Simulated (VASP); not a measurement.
# Si2W in VASP: further runs

Si2W is run at these levels: r2SCAN, r2SCAN+U; tasks: single point, relaxation of shape and atoms at fixed volume.

All numbers are computed with VASP 6.6.1; they aren't measurements. Logs are shortened: lines on timing, memory, paths and dates and some standing lists are left out, and cuts for length are marked.

## 1. The cell of the first run

The structure is orthorhombic, space group Imm2 (No. 44). The conventional cell has a = 3.212 Å, b = 7.804 Å, c = 3.212 Å, α = 90.00°, β = 90.00°, γ = 90.00°. Within 3.4 Å of Si (site symmetry m) lie 5 W at 2.56 to 2.66 Å and 9 Si at 2.58 to 3.21 Å. Within 3.4 Å of W (site symmetry mm2) lie 10 Si at 2.56 to 2.66 Å and 4 W at 3.21 Å.

## 2. Single point, r2SCAN (atom 3 (W) moved 0.08 Å along y)

POSCAR reads:

```
Si2W
1.0
   -1.6057705977      1.6057705977      3.9020519423
    1.6057705977     -1.6057705977      3.9020519423
    1.6057705977      1.6057705977     -3.9020519423
Si W
2 1
Direct
    0.3348428241      0.3348428241      0.0000000000
    0.6651571759      0.6651571759      0.0000000000
    0.0249101584      0.0000000000      0.0249101584
```

INCAR.step1 reads:

```
  PREC = Accurate
  ENCUT = 520
  ISMEAR = 0
  SIGMA = 0.05
  LREAL = F
  LASPH = T
  NELM = 60
  NBANDS = 18
  GGA = PE
  ALGO = Normal
  EDIFF = 1E-4
  LWAVE = T
  LCHARG = F
```

INCAR.step2 reads:

```
  PREC = Accurate
  ENCUT = 520
  EDIFF = 1E-6
  ISMEAR = 0
  SIGMA = 0.05
  LREAL = F
  LASPH = T
  NELM = 60
  ALGO = Normal
  ISIF = 2
  LWAVE = F
  LCHARG = F
  METAGGA = R2SCAN
  LMIXTAU = T
  NBANDS = 18
  ISTART = 1
```

KPOINTS reads:

```
Automatic mesh
0
Gamma
  14 14 14
```

Potentials or basis: VASP PAW PBE potentials, release 64 (Si, W_sv).

Started as:

```console
cat potpaw_PBE.64/Si/POTCAR potpaw_PBE.64/W_sv/POTCAR > POTCAR
cp INCAR.step1 INCAR
mpirun -np 1 vasp_std > vasp.out
cp INCAR.step2 INCAR
mpirun -np 1 vasp_std > vasp.out
```

OUTCAR:

```text
PREC = Accurate
   ENCUT = 520
   EDIFF = 1E-6
   ISMEAR = 0
   LREAL = F
   LASPH = T
   NELM = 60
   ISIF = 2
   METAGGA = R2SCAN
   ISTART = 1

 ion  position               nearest neighbor table
   1  0.335  0.335  0.000-   3 2.56   3 2.56   2 2.58   3 2.61   2 2.63   2 2.63   2 2.63   2 2.63
                             3 2.66   3 2.66
   2  0.665  0.665  0.000-   3 2.56   3 2.56   1 2.58   3 2.61   1 2.63   1 2.63   1 2.63   1 2.63
                             3 2.66   3 2.66
   3  0.025  0.000  0.025-   2 2.56   1 2.56   1 2.56   2 2.56   2 2.61   1 2.61   2 2.66   1 2.66
                             1 2.66   2 2.66

  LATTYP: Found a body centered tetragonal cell.
 ALAT       =     3.2115411954
 C/A-ratio  =     2.4300183027

  Lattice vectors:

 A1 = (  -1.6057705977,   1.6057705977,   3.9020519423)
 A2 = (   1.6057705977,  -1.6057705977,   3.9020519423)
 A3 = (   1.6057705977,   1.6057705977,  -3.9020519423)

Analysis of symmetry for initial positions (statically):
=====================================================================
 Subroutine PRICEL returns:
 Original cell was already a primitive cell.

 Routine SETGRP: Setting up the symmetry group for a
 body centered tetragonal supercell.

 Subroutine GETGRP returns: Found  4 space group operations
 (whereof  4 operations were pure point group operations)
 out of a pool of 16 trial point group operations.

The static configuration has the point symmetry C_2v.

Analysis of symmetry for dynamics (positions and initial velocities):
=====================================================================
 Subroutine PRICEL returns:
 Original cell was already a primitive cell.

 Routine SETGRP: Setting up the symmetry group for a
 body centered tetragonal supercell.

 Subroutine GETGRP returns: Found  4 space group operations
 (whereof  4 operations were pure point group operations)
 out of a pool of 16 trial point group operations.

The dynamic configuration has the point symmetry C_2v.

 Subroutine INISYM returns: Found  4 space group operations
 (whereof  4 operations are pure point group operations),
 and found     1 'primitive' translations

----------------------------------------------------------------------------------------

                                     Primitive cell

  volume of cell :      40.2458

  direct lattice vectors                    reciprocal lattice vectors
[... 84 lines left out ...]
   LNONCOLLINEAR =      F non collinear calculations
   LSORBIT =      F    spin-orbit coupling
   LASPH  =      T    aspherical Exc in radial PAW
   ENCUT  =  520.0 eV  38.22 Ry    6.18 a.u.   8.39  8.39  8.39*2*pi/ulx,y,z
   NELM   =     60;   NELMIN=  2; NELMDL=  0     # of ELM steps
   EDIFF  = 0.1E-05   stopping-criterion for ELM
   LREAL  =      F    real-space projection
   EDIFFG = 0.1E-04   stopping-criterion for IOM
   NSW    =      0    number of steps for IOM
   IBRION =     -1    ionic relax: 0-MD 1-quasi-New 2-CG
   NFREE  =      0    steps in history (QN), initial steepest desc. (CG)
   ISIF   =      2    stress and relaxation
   ISYM   =      2    0-nonsym 1-usesym 2-fastsym
   POTIM  = 0.5000    time-step for ionic-motion
   TEBEG  =    0.0;   TEEND  =   0.0 temperature during run
   PSTRESS=    0.0 pullay stress
   NELECT =      22.0000    total number of electrons
   NUPDOWN=      -1.0000    fix difference up-down
   EMIN   =  10.00;   EMAX   =-10.00  energy-range for DOS
   EFERMI =   0.00;   METHOD = LEGACY
   ISMEAR =     0;   SIGMA  =   0.05  broadening in eV -4-tet -1-fermi 0-gaus
   EFERMI_NEDOS =   21; number of points for ismear=-14 and -15
   IALGO  =     38    algorithm
   IMIX   =      4    mixing-type and parameters
     AMIX     =   0.40;   BMIX     =  1.00
     AMIX_MAG =   1.60;   BMIX_MAG =  1.00
  volume/ion in A,a.u.               =      13.42        90.53
  Fermi-wavevector in a.u.,A,eV,Ry     =   1.338574  2.529538 24.378651  1.791780
  Thomas-Fermi vector in A             =   2.467034
   LORBIT       =      0    0 simple, 1 ext, 2 COOP (PROOUT), +10 PAW based schemes
   METAGGA = R2SCAN    functional components
   LHFCALC =     F    Hartree Fock is set to
   AEXX    =    0.0000 exact exchange contribution
   IVDW    =     0    specifies the selected vdW correction
   LEPSILON=     F    determine dielectric tensor
   LRPA    =     F    only Hartree local field effects (RPA)
 non-spin polarized calculation
 Gauss-broadening in eV      SIGMA  =   0.05
  energy-cutoff  :      520.00
  volume of cell :       40.25
 maximum number of plane-waves:      1106
 NGX is ok and might be reduce to    36
   NGX = 17   NGY = 17   NGZ = 17

 number of electron      21.9999999 magnetization

 Free energy of the ion-electron system (eV)
  ---------------------------------------------------
  ext. energy  EPLUGINS =         0.00000000
  ---------------------------------------------------
  free energy    TOTEN  =       -69.78041317 eV

  energy without entropy =      -69.78028757  energy(sigma->0) =      -69.78035037

 E-fermi :  12.0070     XC(G=0): -13.5263

 val. band max:       11.9208921557   @ k =  -0.4286  -0.4286   0.4286
 cond. band min:      12.0236111977   @ k =  -0.3571   0.5000   0.3571
 fundamental gap:      0.1027190420
 Fermi energy:        12.0069877786

 k-point     1 :       0.0000    0.0000    0.0000
  band No.  band energies     occupation
      1     -63.7469      2.00000
      2     -27.3826      2.00000
      3     -27.3542      2.00000
      4     -27.3513      2.00000
      5      -2.9039      2.00000
      6       4.7251      2.00000
[... 481 lines left out ...]
      5      -0.2955      2.00000
      6       3.3196      2.00000
[... 10 lines left out ...]
     17      19.4115      0.00000
     18      21.1817      0.00000

 [... further k-points ...]
[... 5 lines left out ...]
  --------------------------------------------------------------------------------------
  -------------------------------------------------------------------------------------
  Total        0.2802407      0.1962763      0.1206800      0.0000000      0.0000000      0.0000000
  in kB       11.1563393      7.8137284      4.8042515      0.0000000      0.0000000      0.0000000
  external PRESSURE =       7.9247731 kB  Pullay stress =       0.0000000 kB

 VOLUME and BASIS-vectors are now :
 -----------------------------------------------------------------------------
  energy-cutoff  :      520.00
  volume of cell :       40.25
      direct lattice vectors                 reciprocal lattice vectors
    -1.605770598  1.605770598  3.902051942     0.000000000  0.311376980  0.128137710
     1.605770598 -1.605770598  3.902051942     0.311376980  0.000000000  0.128137710
     1.605770598  1.605770598 -3.902051942     0.311376980  0.311376980  0.000000000

 POSITION                                       TOTAL-FORCE (eV/Angst)
 -----------------------------------------------------------------------------------
      0.00000      0.00000      2.61315         0.000000      0.446083     -0.049948
      0.00000      0.00000      5.19096         0.000000      0.446083      0.049948
      0.00000      0.08000      0.00000         0.000000     -0.892166     -0.000000
 -----------------------------------------------------------------------------------
    total drift:                               -0.000002      0.000072     -0.000004

  FREE ENERGIE OF THE ION-ELECTRON SYSTEM (eV)
  ---------------------------------------------------
  free  energy   TOTEN  =       -69.7804131707 eV

  energy  without entropy=      -69.7802875685  energy(sigma->0) =      -69.78035037
```

Run time: 20 min. Hardware: 1 thread of Intel Xeon Platinum 8488C (Sapphire Rapids), shared host; peak memory 0.44 GiB.

Results:

```yaml
Free_energy: -69.7804 eV
Pressure: 0.8 GPa
Largest_force: 0.892 eV/Å
Band_gap_on_the_k_mesh: zero (bands 11 and 12 overlap by 1.22 eV)
```

Forces in eV/Å, atoms in the order of the input:
```
Si   0.000  0.446 -0.050
Si   0.000  0.446  0.050
W    0.000 -0.892  0.000
```

Levels at points of the mesh, in eV from the Fermi level:
```csv
k point,band 7,band 8,band 9,band 10,band 11,band 12,band 13,band 14,band 15,band 16
"(0.00, 0.00, 0.00)",-3.87,-3.45,-3.09,-3.05,0.54,2.96,3.10,3.20,3.22,5.00
"(0.50, 0.00, 0.00)",-6.08,-5.22,-3.04,-2.90,-0.55,2.92,2.98,4.17,4.82,5.39
"(0.00, 0.50, 0.00)",-6.05,-5.25,-3.00,-2.91,-0.53,2.88,3.01,4.20,4.79,5.24
"(0.50, 0.50, 0.00)",-6.45,-5.71,-5.35,-3.50,-2.02,3.03,3.26,3.39,4.19,4.51
"(0.50, 0.50, 0.50)",-4.03,-2.72,-1.01,-0.93,-0.58,-0.56,0.78,4.93,5.53,6.64
```

Caveat: the cell differs from its parent crystal (atom 3 (W) moved 0.08 Å along y); the PAW data sets were made with another functional, which shifts forces and pressure a little; spin-orbit coupling is left out, which moves the levels of the heavy elements.

## 3. Single point, r2SCAN+U

POSCAR, as its differences from that of step 2:

```diff
@@ -10,2 +10,2 @@
     0.6651571759      0.6651571759      0.0000000000
-    0.0249101584      0.0000000000      0.0249101584
+    0.0000000000      0.0000000000      0.0000000000
```

INCAR.step1 reads:

```
PREC = Accurate
ENCUT = 520
ISMEAR = 0
SIGMA = 0.05
LREAL = False
LASPH = True
NELM = 150
LMAXMIX = 4
LDAU = True
LDAUTYPE = 2
LDAUL = -1 2
LDAUU = 0 5
LDAUJ = 0 0
NBANDS = 18
GGA = PE
ALGO = Normal
EDIFF = 1E-4
LWAVE = True
LCHARG = False
```

INCAR.step2 reads:

```
PREC = Accurate
ENCUT = 520
EDIFF = 1E-7
ISMEAR = 0
SIGMA = 0.05
LREAL = False
LASPH = True
NELM = 150
ALGO = Normal
ISIF = 2
LWAVE = False
LCHARG = False
LMAXMIX = 4
LDAU = True
LDAUTYPE = 2
LDAUL = -1 2
LDAUU = 0 5
LDAUJ = 0 0
LDAUPRINT = 1
METAGGA = R2SCAN
LMIXTAU = True
NBANDS = 18
ISTART = 1
```

KPOINTS reads:

```
regular mesh
0
Gamma
  14 14 14
```

Potentials or basis: VASP PAW PBE potentials, release 64 (Si, W_sv).

Started as:

```console
cat potpaw_PBE.64/Si/POTCAR potpaw_PBE.64/W_sv/POTCAR > POTCAR
cp INCAR.step1 INCAR
mpirun -np 1 vasp_std > vasp.out
cp INCAR.step2 INCAR
mpirun -np 1 vasp_std > vasp.out
```

Wall time 15 min (1 thread of Intel Xeon Platinum 8488C (Sapphire Rapids), shared host); peak memory 0.34 GiB.

It converged, with:

```
Free energy            : -64.1871 eV
Pressure               : 5.3 GPa
Largest force          : 0.053 eV/Å
Band gap on the k mesh : zero (bands 11 and 12 overlap by 1.27 eV)
```

Forces on the atoms (eV/Å):
```
Si   0.000  0.000  0.053
Si   0.000  0.000 -0.053
W    0.000  0.000  0.000
```

Stress tensor (GPa, compression positive):
```
5.49 0.00 0.00
0.00 5.49 0.00
0.00 0.00 4.81
```

Levels at points of the mesh, in eV from the Fermi level:
```tsv
k point	band 8	band 9	band 10	band 11	band 12	band 13	band 14	band 15
(0.00, 0.00, 0.00)	-3.16	-3.16	-2.94	0.47	2.86	2.97	2.97	3.02
(0.50, 0.00, 0.00)	-5.40	-3.14	-2.71	-0.61	2.79	3.61	4.02	4.84
(0.50, 0.50, 0.00)	-5.82	-5.39	-3.58	-2.26	2.88	3.73	4.08	4.09
(0.50, 0.50, 0.50)	-2.51	-1.13	-1.13	-0.64	-0.64	0.66	4.76	5.55
```

Eigenvalues of the final occupation matrices:
```csv
site,spin,trace,eigenvalues
site 3 d,1,1.77,0.23 0.30 0.41 0.41 0.42
site 3 d,2,1.77,0.23 0.30 0.41 0.41 0.42
```

Caveat: the cell stands under pressure; the PAW data sets were made with another functional, which shifts forces and pressure a little; spin-orbit coupling is left out, which moves the levels of the heavy elements; U without spin polarisation on a metal has little footing; the U is typed as a test and isn't derived for this compound.

## 4. Relaxation of shape and atoms at fixed volume, r2SCAN (14.35 Å³/atom)

This run uses another cell than the first one, of 14.35 Å³/atom.

POSCAR reads:

```
Si2W
1.0
   -1.6440625713      1.6440625713      3.9829709822
    1.6440625713     -1.6440625713      3.9829709822
    1.6440625713      1.6440625713     -3.9829709822
Si W
2 1
Direct
    0.3355461382      0.3355461382      0.0000000000
    0.6644538618      0.6644538618      0.0000000000
    0.0000000000      0.0000000000      0.0000000000
```

INCAR.step1 reads:

```
SYSTEM = Si2W
  PREC = Accurate
  ENCUT = 600
  ISMEAR = 0
  SIGMA = 0.05
  LREAL = .FALSE.
  LASPH = .TRUE.
  NELM = 80
  GGA = PE
  ALGO = Normal
  EDIFF = 1E-4
  LWAVE = .TRUE.
  LCHARG = .FALSE.
```

INCAR.step2 reads:

```
SYSTEM = Si2W
  PREC = Accurate
  ENCUT = 600
  EDIFF = 1E-6
  ISMEAR = 0
  SIGMA = 0.05
  LREAL = .FALSE.
  LASPH = .TRUE.
  NELM = 80
  ALGO = Normal
  ISIF = 4
  LWAVE = .FALSE.
  LCHARG = .FALSE.
  METAGGA = R2SCAN
  LMIXTAU = .TRUE.
  IBRION = 2
  NSW = 60
  EDIFFG = -0.01
  ISTART = 1
```

KPOINTS reads:

```
Automatic mesh
0
G
  14 14 14
  0 0 0
```

Started as:

```console
cat potpaw_PBE.64/Si/POTCAR potpaw_PBE.64/W_sv/POTCAR > POTCAR
cp INCAR.step1 INCAR
mpirun -np 1 vasp_std > vasp.out
cp INCAR.step2 INCAR
mpirun -np 1 vasp_std > vasp.out
```

It took 55 min on 1 thread of Oxide Virtual Turin-like, shared host; peak memory 0.38 GiB.

The run converged. Its results:

```
Free energy               : -69.6940 eV
Energy gained by relaxing : 0.2 meV/atom
Ionic steps               : 4
Pressure after relaxing   : -13.4 GPa
Band gap on the k mesh    : zero (bands 11 and 12 overlap by 1.11 eV)
```

Step by step:
| step | energy change (eV) | largest force (eV/Å) | pressure (GPa) | volume (Å³) |
| --- | --- | --- | --- | --- |
| 1 | 0.0000 | 0.0795 | -13.50 | 43.06 |
| 2 | -0.0004 | 0.0004 | -13.32 | 43.06 |
| 3 | -0.0005 | 0.0242 | -13.38 | 43.06 |
| 4 | -0.0006 | 0.0006 | -13.35 | 43.06 |

Final structure:
```cif
data_structure
_symmetry_space_group_name_H-M 'P 1'
_symmetry_Int_Tables_number 1
_cell_length_a 4.6069
_cell_length_b 4.6069
_cell_length_c 4.6069
_cell_angle_alpha 138.146
_cell_angle_beta 138.146
_cell_angle_gamma 60.680
_cell_volume 43.06
loop_
_atom_site_label
_atom_site_type_symbol
_atom_site_fract_x
_atom_site_fract_y
_atom_site_fract_z
_atom_site_occupancy
Si1 Si 0.33605 0.33605 0.00000 1
Si2 Si 0.66395 0.66395 0.00000 1
W1 W 0.00000 0.00000 0.00000 1
```

Levels at points of the mesh, in eV from the Fermi level:
```
           k point  band 8  band 9  band 10  band 11  band 12  band 13  band 14  band 15
(0.00, 0.00, 0.00)   -3.10   -2.88    -2.88     0.46     2.58     2.86     2.86     3.48
(0.50, 0.00, 0.00)   -5.01   -2.90    -2.63    -0.46     2.65     2.80     3.99     4.28
(0.50, 0.50, 0.00)   -5.70   -5.06    -3.18    -2.05     2.87     2.92     3.04     4.00
(0.50, 0.50, 0.50)   -2.48   -1.00    -1.00    -0.52    -0.52     0.62     4.73     4.74
```

Caveat: the PAW data sets were made with another functional, which shifts forces and pressure a little; spin-orbit coupling is left out, which moves the levels of the heavy elements.

## 5. The runs side by side

```csv
task,level,U,cell,cutoff (eV),gap on the mesh (eV),pressure (GPa),largest force (eV/Å)
single point,r2SCAN,-,"a = 4.515 Å, angles 138.3, 138.3, 60.4°, 3 atoms, atomic positions A",520,none,0.8,0.89
single point,r2SCAN+U,W d U = 5.0 eV,"a = 4.515 Å, angles 138.3, 138.3, 60.4°, 3 atoms, atomic positions B",520,none,5.3,0.05
relaxation of shape and atoms at fixed volume,r2SCAN,-,"relaxed from a = 4.612 Å, angles 138.2, 138.2, 60.5°, 3 atoms, atomic positions B",600,none,-13.4,-
```

Alike in all rows: potentials or basis VASP PAW PBE potentials, release 64 (Si, W_sv); no spin polarisation; k mesh 14 × 14 × 14; smearing gaussian 0.05 eV.

Caveats: the PAW data sets were made with another functional, which shifts forces and pressure a little; spin-orbit coupling is left out, which moves the levels of the heavy elements; the cell stands under pressure (at least some runs); U without spin polarisation on a metal has little footing (at least some runs); the U is typed as a test and isn't derived for this compound (at least some runs).

Absolute energies hang on the potentials; compare differences alone.
